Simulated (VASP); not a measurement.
Runs of VASP 6.6.1 on InP. The structure is that of space group I-4m2 (No. 119), or close to it. The cells are those of the table. 

```tsv
spin	cell	gap on the mesh (eV)	pressure (GPa)
off	a = 4.278, b = 4.278, c = 4.341 Å, angles 59.5, 59.5, 61.0°, 2 atoms	(a)	-3.1
off	a = 4.216, b = 4.216, c = 4.341 Å, angles 59.0, 59.0, 62.0°, 2 atoms	0.10	-1.7
collinear, ferromagnetic start	a = 4.184, b = 4.184, c = 4.278 Å, angles 59.3, 59.3, 61.5°, 2 atoms	0.31	-0.1
off	a = 4.184, b = 4.184, c = 4.278 Å, angles 59.3, 59.3, 61.5°, 2 atoms	0.31	-0.1
off	a = 4.247, b = 4.247, c = 4.341 Å, angles 59.3, 59.3, 61.5°, 2 atoms	0.07	(b)
```

Alike in all rows: task single point; level PBE; potentials or basis VASP PAW PBE potentials, release 64 (In_d, P); k mesh 10 × 10 × 10; cutoff (eV) 520; smearing gaussian 0.05 eV.

Question: Fill in the values left out.

Answer: (a) 0.03; (b) -2.4.

Caveats: spin-orbit coupling is left out, which moves the levels of the heavy elements.

A k mesh can miss the band edges, and the runs leave out spin-orbit coupling on In.
